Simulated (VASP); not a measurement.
A run of VASP 6.6.1:

INCAR

```
  PREC = Accurate
  ENCUT = 520
  EDIFF = 1E-6
  ISMEAR = 0
  SIGMA = 0.1
  LREAL = False
  LASPH = True
  NELM = 80
  ALGO = Normal
  ISIF = 2
  LWAVE = False
  LCHARG = False
  GGA = PE
  NBANDS = 72
```

The input KPOINTS:

```
Automatic mesh
0
Gamma
  4 4 2
```

POSCAR

```
W4N
1.0
    4.5316129585      0.0000000000      0.0000000000
   -0.6268373607      4.5162661771      0.0000000000
   -0.1213596719     -0.2807314462      8.5952999033
W N
8 2
Direct
    0.3273512221      0.4033420238      0.6689274622
    0.4268820207      0.4346029951      0.3209964975
    0.8436300342      0.6438739438      0.5326270409
    0.5434282359      0.3321309876      0.9943248862
    0.9731243517      0.6656580919      0.8573366314
    0.9505188143      0.5447454505      0.1776626212
    0.5489974053      0.9084536650      0.7614247413
    0.6855030234      0.9557080447      0.2672921375
    0.8353313883      0.0634794163      0.9314198574
    0.8652335040      0.0480053815      0.4879881245
```

Potentials or basis: VASP PAW PBE potentials, release 64 (W_sv, N).

The run is started by

```console
$ cat potpaw_PBE.64/W_sv/POTCAR potpaw_PBE.64/N/POTCAR > POTCAR
$ mpirun -np 1 vasp_std > vasp.out
```

Hardware: 1 thread of AMD EPYC 7R13 (shared host).

How long does it take, and how much memory?

Wall time 6.1 min on 1 thread of AMD EPYC 7R13 (shared host), peak memory 0.37 GiB. Counts: scf iterations 18, k points 20.
